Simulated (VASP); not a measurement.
Here is a VASP 6.6.1 calculation.

File INCAR:

```
SYSTEM = Sr
  PREC = Accurate
  ENCUT = 520
  EDIFF = 1E-7
  ISMEAR = 0
  SIGMA = 0.1
  LREAL = .False.
  LASPH = .True.
  NELM = 80
  ALGO = Fast
  ISIF = 2
  LWAVE = .False.
  LCHARG = .False.
  GGA = PS
  NBANDS = 17
```

KPOINTS

```
regular mesh
0
Gamma
  12 12 12
  0 0 0
```

POSCAR

```
Sr
1.0
    4.4597590777      0.0000000000      0.0000000000
    0.0000000000      4.4597590777      0.0000000000
    0.0000000000      0.0000000000      5.1660290756
Sr
2
Direct
    0.0000000000      0.0000000000      0.0000000000
    0.5000000000      0.5000000000      0.5000000000
```

Potentials or basis: VASP PAW PBE potentials, release 64 (Sr_sv).

The run is started by

```console
$ cat potpaw_PBE.64/Sr_sv/POTCAR > POTCAR
$ mpirun -np 1 vasp_std > vasp.out
```

**Question.** What does it give for the pressure?

**Answer.** 0.0 GPa.

**Question.** Predict the band gap on the k mesh.

**Answer.** Zero (bands 10 and 11 overlap by 0.27 eV).

Caveat: the cell differs from its parent crystal (biaxial strain in the a-b plane: -4.5 %, then relaxed in part); the PAW data sets were made with another functional, which shifts forces and pressure a little.
